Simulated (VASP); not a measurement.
# Se (P3_121) in VASP: notebook

The runs below take Se through single point, with r2SCAN.

All numbers are computed with VASP 6.6.1; they aren't measurements. Logs are shortened: lines on timing, memory, paths and dates and some standing lists are left out, and cuts for length are marked.

## Step 1: The cell of the first run

It takes space group P3_121 (No. 152, trigonal). The conventional cell has a = 4.277 Å, b = 4.277 Å, c = 4.852 Å, α = 90.00°, β = 90.00°, γ = 120.00°. Within 3.1 Å of Se (site symmetry 2) lie 2 Se at 2.32 Å.

## Step 2: Single point, r2SCAN

POSCAR reads:

```
Se
1.0
    4.2770688679      0.0000000000      0.0000000000
   -2.1385344339      3.7040502933      0.0000000000
    0.0000000000      0.0000000000      4.8524777481
Se
3
Direct
    0.7746000000      0.7746000000      0.0000000000
    0.0000000000      0.2254000000      0.6666666667
    0.2254000000      0.0000000000      0.3333333333
```

INCAR.step1 reads:

```
SYSTEM = Se
  PREC = Accurate
  ENCUT = 520
  ISMEAR = -1
  SIGMA = 0.05
  LREAL = .FALSE.
  LASPH = .TRUE.
  NELM = 100
  NBANDS = 16
  GGA = PE
  ALGO = Normal
  EDIFF = 1E-4
  LWAVE = .TRUE.
  LCHARG = .FALSE.
```

INCAR.step2 reads:

```
SYSTEM = Se
  PREC = Accurate
  ENCUT = 520
  EDIFF = 1E-6
  ISMEAR = -1
  SIGMA = 0.05
  LREAL = .FALSE.
  LASPH = .TRUE.
  NELM = 100
  ALGO = Normal
  ISIF = 2
  LWAVE = .FALSE.
  LCHARG = .FALSE.
  METAGGA = R2SCAN
  LMIXTAU = .TRUE.
  NBANDS = 16
  ISTART = 1
```

KPOINTS reads:

```
regular mesh
0
G
  7 7 6
  0 0 0
```

Potentials or basis: VASP PAW PBE potentials, release 64 (Se).

On the command line:

```
$ cat potpaw_PBE.64/Se/POTCAR > POTCAR
$ cp INCAR.step1 INCAR
$ mpirun -np 1 vasp_std > vasp.out
$ cp INCAR.step2 INCAR
$ mpirun -np 1 vasp_std > vasp.out
```

OUTCAR:

```text
SYSTEM = Se
   PREC = Accurate
   ENCUT = 520
   EDIFF = 1E-6
   ISMEAR = -1
   LREAL = .FALSE.
   LASPH = .TRUE.
   NELM = 100
   ISIF = 2
   METAGGA = R2SCAN
   ISTART = 1

 ion  position               nearest neighbor table
   1  0.775  0.775  0.000-   2 2.32   3 2.32
   2  0.000  0.225  0.667-   1 2.32   3 2.32
   3  0.225  0.000  0.333-   1 2.32   2 2.32

  LATTYP: Found a hexagonal cell.
 ALAT       =     4.2770688679
 C/A-ratio  =     1.1345334616

  Lattice vectors:

 A1 = (   4.2770688679,   0.0000000000,   0.0000000000)
 A2 = (  -2.1385344339,   3.7040502933,   0.0000000000)
 A3 = (   0.0000000000,   0.0000000000,   4.8524777481)

Analysis of symmetry for initial positions (statically):
=====================================================================
 Subroutine PRICEL returns:
 Original cell was already a primitive cell.

 Routine SETGRP: Setting up the symmetry group for a
 hexagonal supercell.

 Subroutine GETGRP returns: Found  6 space group operations
 (whereof  2 operations were pure point group operations)
 out of a pool of 24 trial point group operations.

The static configuration has the point symmetry C_2 .
 The point group associated with its full space group is D_3 .

Analysis of symmetry for dynamics (positions and initial velocities):
=====================================================================
 Subroutine PRICEL returns:
 Original cell was already a primitive cell.

 Routine SETGRP: Setting up the symmetry group for a
 hexagonal supercell.

 Subroutine GETGRP returns: Found  6 space group operations
 (whereof  2 operations were pure point group operations)
 out of a pool of 24 trial point group operations.

The dynamic configuration has the point symmetry C_2 .
 The point group associated with its full space group is D_3 .

 Subroutine INISYM returns: Found  6 space group operations
 (whereof  2 operations are pure point group operations),
 and found     1 'primitive' translations

----------------------------------------------------------------------------------------

                                     Primitive cell

[... 85 lines left out ...]
   ICHARG =      0    charge: 1-file 2-atom 10-const
   ISPIN  =      1    spin polarized calculation?
   LNONCOLLINEAR =      F non collinear calculations
   LSORBIT =      F    spin-orbit coupling
   LASPH  =      T    aspherical Exc in radial PAW
   ENCUT  =  520.0 eV  38.22 Ry    6.18 a.u.   7.95  7.95  9.02*2*pi/ulx,y,z
   NELM   =    100;   NELMIN=  2; NELMDL=  0     # of ELM steps
   EDIFF  = 0.1E-05   stopping-criterion for ELM
   LREAL  =      F    real-space projection
   EDIFFG = 0.1E-04   stopping-criterion for IOM
   NSW    =      0    number of steps for IOM
   IBRION =     -1    ionic relax: 0-MD 1-quasi-New 2-CG
   NFREE  =      0    steps in history (QN), initial steepest desc. (CG)
   ISIF   =      2    stress and relaxation
   ISYM   =      2    0-nonsym 1-usesym 2-fastsym
   POTIM  = 0.5000    time-step for ionic-motion
   TEBEG  =    0.0;   TEEND  =   0.0 temperature during run
   PSTRESS=    0.0 pullay stress
   NELECT =      18.0000    total number of electrons
   NUPDOWN=      -1.0000    fix difference up-down
   EMIN   =  10.00;   EMAX   =-10.00  energy-range for DOS
   EFERMI =   0.00;   METHOD = LEGACY
   ISMEAR =    -1;   SIGMA  =   0.05  broadening in eV -4-tet -1-fermi 0-gaus
   EFERMI_NEDOS =   21; number of points for ismear=-14 and -15
   IALGO  =     38    algorithm
   IMIX   =      4    mixing-type and parameters
     AMIX     =   0.40;   BMIX     =  1.00
     AMIX_MAG =   1.60;   BMIX_MAG =  1.00
  volume/ion in A,a.u.               =      25.63       172.93
  Fermi-wavevector in a.u.,A,eV,Ry     =   1.009029  1.906787 13.852616  1.018139
  Thomas-Fermi vector in A             =   2.141932
   LORBIT       =      0    0 simple, 1 ext, 2 COOP (PROOUT), +10 PAW based schemes
   METAGGA = R2SCAN    functional components
   LHFCALC =     F    Hartree Fock is set to
   AEXX    =    0.0000 exact exchange contribution
   IVDW    =     0    specifies the selected vdW correction
   LEPSILON=     F    determine dielectric tensor
   LRPA    =     F    only Hartree local field effects (RPA)
 non-spin polarized calculation
  energy-cutoff  :      520.00
  volume of cell :       76.88
 maximum number of plane-waves:      2086
   NGX = 15   NGY = 15   NGZ = 19

 number of electron      17.9999999 magnetization

 Free energy of the ion-electron system (eV)
  ---------------------------------------------------
  ext. energy  EPLUGINS =         0.00000000
  ---------------------------------------------------
  free energy    TOTEN  =       -42.80817403 eV

  energy without entropy =      -42.80817399  energy(sigma->0) =      -42.80817401

 E-fermi :   3.8109     XC(G=0):  -9.5583

 val. band max:        3.0974535268   @ k =   0.4286   0.1429   0.5000
 cond. band min:       4.4977228423   @ k =   0.0000   0.0000   0.5000
 fundamental gap:      1.4002693156
 Fermi energy:         3.8109053128

 k-point     1 :       0.0000    0.0000    0.0000
  band No.  band energies     occupation
      1     -13.9856      2.00000
      2      -9.2620      2.00000
      3      -9.2620      2.00000
      4      -1.1388      2.00000
      5      -1.1007      2.00000
      6      -1.1007      2.00000
[... 433 lines left out ...]
      3      -7.6892      2.00000
      4      -2.6884      2.00000
      5      -1.8572      2.00000
      6      -0.9080      2.00000
[... 8 lines left out ...]
     15      11.2460      0.00000
     16      12.0395      0.00000

 [... further k-points ...]

------------------------ aborting loop because EDIFF is reached ----------------------------------------

  FORCE on cell =-STRESS in cart. coord.  units (eV):
  Direction    XX          YY          ZZ          XY          YZ          ZX
  --------------------------------------------------------------------------------------
  -------------------------------------------------------------------------------------
  Total        2.2071428      2.2071428      3.7443068      0.0000000      0.0000000      0.0000000
  in kB       45.9996297     45.9996297     78.0360613      0.0000000      0.0000000      0.0000000
  external PRESSURE =      56.6784402 kB  Pullay stress =       0.0000000 kB

 VOLUME and BASIS-vectors are now :
 -----------------------------------------------------------------------------
  energy-cutoff  :      520.00
  volume of cell :       76.88
      direct lattice vectors                 reciprocal lattice vectors
     4.277068868  0.000000000  0.000000000     0.233804980  0.134987368  0.000000000
    -2.138534434  3.704050293  0.000000000     0.000000000  0.269974736  0.000000000
     0.000000000  0.000000000  4.852477748     0.000000000  0.000000000  0.206080286

 POSITION                                       TOTAL-FORCE (eV/Angst)
 -----------------------------------------------------------------------------------
      1.65651      2.86916      0.00000        -0.367466     -0.636469     -0.000000
     -0.48203      0.83489      3.23499        -0.367466      0.636469      0.000000
      0.96405      0.00000      1.61749         0.734931      0.000000      0.000000
 -----------------------------------------------------------------------------------
    total drift:                               -0.000000     -0.000001     -0.000000

  FREE ENERGIE OF THE ION-ELECTRON SYSTEM (eV)
  ---------------------------------------------------
  free  energy   TOTEN  =       -42.8081740288 eV

  energy  without entropy=      -42.8081739853  energy(sigma->0) =      -42.80817401
```

Wall time 56 s (1 thread of Intel Xeon 6975P-C (Granite Rapids), shared host); peak memory 0.2 GiB.

What came out:

```yaml
Free_energy: -42.8082 eV
Pressure: 5.7 GPa
Largest_force: 0.735 eV/Å
Band_gap_on_the_k_mesh: 1.40 eV, indirect (least direct gap 1.79 eV)
```

Forces in eV/Å, atoms in the order of the input:
```
Se  -0.367 -0.636  0.000
Se  -0.367  0.636  0.000
Se   0.735  0.000  0.000
```

Stress tensor (GPa, compression positive):
```
4.60 0.00 0.00
0.00 4.60 0.00
0.00 0.00 7.80
```

Caveat: the PAW data sets were made with another functional, which shifts forces and pressure a little. A k mesh can miss the band edges.

## Step 3: Single point, r2SCAN

This run uses another cell than the first one, of 26.17 Å³/atom, 1.021 times its volume.

POSCAR reads:

```
Se
1.0
    4.3071900636      0.0000000000      0.0000000000
   -2.1535950318      3.7301360140      0.0000000000
    0.0000000000      0.0000000000      4.8866512526
Se
3
Direct
    0.7746000000      0.7746000000      0.0000000000
    0.0000000000      0.2254000000      0.6666666667
    0.2254000000      0.0000000000      0.3333333333
```

INCAR.step1 reads:

```
SYSTEM = Se
ALGO = Normal ; EDIFF = 1E-4
ENCUT = 520 ; GGA = PE
ISMEAR = -1 ; LASPH = .TRUE.
LCHARG = .FALSE. ; LREAL = .FALSE.
LWAVE = .TRUE. ; NBANDS = 16
NELM = 60 ; PREC = Accurate
SIGMA = 0.05
```

INCAR.step2 reads:

```
SYSTEM = Se
ALGO = Normal ; EDIFF = 1E-6
ENCUT = 520 ; ISIF = 2
ISMEAR = -1 ; ISTART = 1
LASPH = .TRUE. ; LCHARG = .FALSE.
LMIXTAU = .TRUE. ; LREAL = .FALSE.
LWAVE = .FALSE. ; METAGGA = R2SCAN
NBANDS = 16 ; NELM = 60
PREC = Accurate ; SIGMA = 0.05
```

KPOINTS reads:

```
k-points
0
G
  7 7 6
  0 0 0
```

Potentials or basis: VASP PAW PBE potentials, release 64 (Se).

On the command line:

```
$ cat potpaw_PBE.64/Se/POTCAR > POTCAR
$ cp INCAR.step1 INCAR
$ mpirun -np 1 vasp_std > vasp.out
$ cp INCAR.step2 INCAR
$ mpirun -np 1 vasp_std > vasp.out
```

OUTCAR:

```text
SYSTEM = Se
   EDIFF = 1E-6
   ENCUT = 520
   ISIF = 2
   ISMEAR = -1
   ISTART = 1
   LASPH = .TRUE.
   LREAL = .FALSE.
   METAGGA = R2SCAN
   NELM = 60
   PREC = Accurate

 ion  position               nearest neighbor table
   1  0.775  0.775  0.000-   2 2.34   3 2.34
   2  0.000  0.225  0.667-   1 2.34   3 2.34
   3  0.225  0.000  0.333-   1 2.34   2 2.34

  LATTYP: Found a hexagonal cell.
 ALAT       =     4.3071900636
 C/A-ratio  =     1.1345334616

  Lattice vectors:

[... 647 lines left out ...]

  FORCE on cell =-STRESS in cart. coord.  units (eV):
  Direction    XX          YY          ZZ          XY          YZ          ZX
  --------------------------------------------------------------------------------------
  -------------------------------------------------------------------------------------
  Total        1.6085945      1.6085945      2.7508927      0.0000000     -0.0000000      0.0000000
  in kB       32.8266907     32.8266907     56.1376447      0.0000000     -0.0000000      0.0000000
  external PRESSURE =      40.5970087 kB  Pullay stress =       0.0000000 kB

 VOLUME and BASIS-vectors are now :
 -----------------------------------------------------------------------------
  energy-cutoff  :      520.00
  volume of cell :       78.51
      direct lattice vectors                 reciprocal lattice vectors
     4.307190064  0.000000000  0.000000000     0.232169926  0.134043369  0.000000000
    -2.153595032  3.730136014  0.000000000     0.000000000  0.268086739  0.000000000
     0.000000000  0.000000000  4.886651253     0.000000000  0.000000000  0.204639118

 POSITION                                       TOTAL-FORCE (eV/Angst)
 -----------------------------------------------------------------------------------
      1.66817      2.88936      0.00000        -0.245775     -0.425694     -0.000000
     -0.48542      0.84077      3.25777        -0.245775      0.425694     -0.000000
      0.97084      0.00000      1.62888         0.491549     -0.000000      0.000000
 -----------------------------------------------------------------------------------
    total drift:                               -0.000000     -0.000001     -0.000000

  FREE ENERGIE OF THE ION-ELECTRON SYSTEM (eV)
  ---------------------------------------------------
  free  energy   TOTEN  =       -42.8578115904 eV

  energy  without entropy=      -42.8578115504  energy(sigma->0) =      -42.85781157
```

It took 60 s on 1 thread of Intel Xeon 6975P-C (Granite Rapids), shared host; peak memory 0.2 GiB.

What came out:

| Property | Result |
| --- | --- |
| Free energy | -42.8578 eV |
| Pressure | 4.1 GPa |
| Largest force | 0.492 eV/Å |
| Band gap on the k mesh | 1.42 eV, indirect (least direct gap 1.76 eV) |

Forces in eV/Å, atoms in the order of the input:
```
Se  -0.246 -0.426  0.000
Se  -0.246  0.426  0.000
Se   0.492  0.000  0.000
```

Stress tensor (GPa, compression positive):
```
3.28 0.00 0.00
0.00 3.28 0.00
0.00 0.00 5.61
```

Caveat: the PAW data sets were made with another functional, which shifts forces and pressure a little. r2SCAN opens gaps a little over a GGA but as a rule still falls short of measured ones.

## Step 4: Single point, r2SCAN

This run uses another cell than the first one, of 26.72 Å³/atom, 1.043 times its volume.

POSCAR reads:

```
Se
1.0
    4.3368957613      0.0000000000      0.0000000000
   -2.1684478807      3.7558619029      0.0000000000
    0.0000000000      0.0000000000      4.9203533607
Se
3
Direct
    0.7746000000      0.7746000000      0.0000000000
    0.0000000000      0.2254000000      0.6666666667
    0.2254000000      0.0000000000      0.3333333333
```

INCAR.step1 reads:

```
  ALGO = Normal
  EDIFF = 1E-4
  ENCUT = 520
  GGA = PE
  ISMEAR = -1
  LASPH = True
  LCHARG = False
  LREAL = False
  LWAVE = True
  NBANDS = 16
  NELM = 100
  PREC = Accurate
  SIGMA = 0.05
```

INCAR.step2 reads:

```
  ALGO = Normal
  EDIFF = 1E-6
  ENCUT = 520
  ISIF = 2
  ISMEAR = -1
  ISTART = 1
  LASPH = True
  LCHARG = False
  LMIXTAU = True
  LREAL = False
  LWAVE = False
  METAGGA = R2SCAN
  NBANDS = 16
  NELM = 100
  PREC = Accurate
  SIGMA = 0.05
```

KPOINTS reads:

```
k-points
0
Gamma
  7 7 6
```

On the command line:

```
$ cat potpaw_PBE.64/Se/POTCAR > POTCAR
$ cp INCAR.step1 INCAR
$ mpirun -np 1 vasp_std > vasp.out
$ cp INCAR.step2 INCAR
$ mpirun -np 1 vasp_std > vasp.out
```

It took 64 s on 1 thread of Intel Xeon 6975P-C (Granite Rapids), shared host; peak memory 0.21 GiB.

The run converged. Its results:

```yaml
Free_energy: -42.8919 eV
Pressure: 2.6 GPa
Largest_force: 0.266 eV/Å
Band_gap_on_the_k_mesh: 1.44 eV, indirect (least direct gap 1.73 eV)
```

Forces in eV/Å, atoms in the order of the input:
```
Se  -0.133 -0.230  0.000
Se  -0.133  0.230  0.000
Se   0.266  0.000  0.000
```

Stress tensor (GPa, compression positive):
```
2.10 0.00 0.00
0.00 2.10 0.00
0.00 0.00 3.64
```

Levels at points of the mesh, in eV from the valence-band top:
| k point | band 5 | band 6 | band 7 | band 8 | band 9 | band 10 | band 11 | band 12 | band 13 | band 14 |
| --- | --- | --- | --- | --- | --- | --- | --- | --- | --- | --- |
| (0.00, 0.00, 0.00) | -4.05 | -4.00 | -2.24 | -2.24 | -0.50 | 2.15 | 2.15 | 2.39 | 6.84 | 6.88 |
| (0.00, 0.00, 0.50) | -3.61 | -3.61 | -1.68 | -1.68 | -1.27 | 1.44 | 1.44 | 1.45 | 6.72 | 7.71 |

Caveat: the PAW data sets were made with another functional, which shifts forces and pressure a little.

## Step 5: Single point, r2SCAN

This run uses another cell than the first one, of 27.26 Å³/atom, 1.064 times its volume.

POSCAR reads:

```
Se
1.0
    4.3662000000      0.0000000000      0.0000000000
   -2.1831000000      3.7812401180      0.0000000000
    0.0000000000      0.0000000000      4.9536000000
Se
3
Direct
    0.7746000000      0.7746000000      0.0000000000
    0.0000000000      0.2254000000      0.6666666667
    0.2254000000      0.0000000000      0.3333333333
```

INCAR.step1 reads:

```
SYSTEM = Se
PREC = Accurate
ENCUT = 520
ISMEAR = -1
SIGMA = 0.05
LREAL = .False.
LASPH = .True.
NELM = 80
NBANDS = 16
GGA = PE
ALGO = Normal
EDIFF = 1E-4
LWAVE = .True.
LCHARG = .False.
```

INCAR.step2 reads:

```
SYSTEM = Se
PREC = Accurate
ENCUT = 520
EDIFF = 1E-7
ISMEAR = -1
SIGMA = 0.05
LREAL = .False.
LASPH = .True.
NELM = 80
ALGO = Normal
ISIF = 2
LWAVE = .False.
LCHARG = .False.
METAGGA = R2SCAN
LMIXTAU = .True.
NBANDS = 16
ISTART = 1
```

KPOINTS reads:

```
Automatic mesh
0
Gamma
  7 7 6
  0 0 0
```

On the command line:

```
$ cat potpaw_PBE.64/Se/POTCAR > POTCAR
$ cp INCAR.step1 INCAR
$ mpirun -np 1 vasp_std > vasp.out
$ cp INCAR.step2 INCAR
$ mpirun -np 1 vasp_std > vasp.out
```

Wall time 65 s (1 thread of Intel Xeon 6975P-C (Granite Rapids), shared host); peak memory 0.22 GiB.

Results (log left out):

```
Free energy            : -42.9120 eV
Pressure               : 1.3 GPa
Largest force          : 0.056 eV/Å
Band gap on the k mesh : 1.45 eV, indirect (least direct gap 1.70 eV)
```

Forces in eV/Å, atoms in the order of the input:
```
Se  -0.028 -0.049  0.000
Se  -0.028  0.049  0.000
Se   0.056  0.000  0.000
```

Stress tensor (GPa, compression positive):
```
1.04 0.00 0.00
0.00 1.04 0.00
0.00 0.00 1.87
```

Levels at points of the mesh, in eV from the valence-band top:
```csv
k point,band 5,band 6,band 7,band 8,band 9,band 10,band 11,band 12,band 13,band 14
"(0.00, 0.00, 0.00)",-3.98,-3.88,-2.15,-2.15,-0.47,2.13,2.13,2.40,6.79,6.93
"(0.00, 0.00, 0.50)",-3.53,-3.53,-1.60,-1.60,-1.22,1.46,1.46,1.46,6.80,7.76
```

Caveat: the PAW data sets were made with another functional, which shifts forces and pressure a little.

## Step 6: Summary

| cell | gap on the mesh (eV) | pressure (GPa) | largest force (eV/Å) |
| --- | --- | --- | --- |
| a = 4.277, b = 4.277, c = 4.852 Å, angles 90.0, 90.0, 120.0°, 3 atoms | 1.40 | 5.7 | 0.73 |
| a = 4.307, b = 4.307, c = 4.887 Å, angles 90.0, 90.0, 120.0°, 3 atoms | 1.42 | 4.1 | 0.49 |
| a = 4.337, b = 4.337, c = 4.920 Å, angles 90.0, 90.0, 120.0°, 3 atoms | 1.44 | 2.6 | 0.27 |
| a = 4.366, b = 4.366, c = 4.954 Å, angles 90.0, 90.0, 120.0°, 3 atoms | 1.45 | 1.3 | 0.06 |

Alike in all rows: task single point; level r2SCAN; potentials or basis VASP PAW PBE potentials, release 64 (Se); no spin polarisation; k mesh 7 × 7 × 6; cutoff (eV) 520; smearing fermi-dirac 0.05 eV.

Caveats: the PAW data sets were made with another functional, which shifts forces and pressure a little.

Total energies depend on the potentials used, so only differences within one code and one set of settings carry meaning.
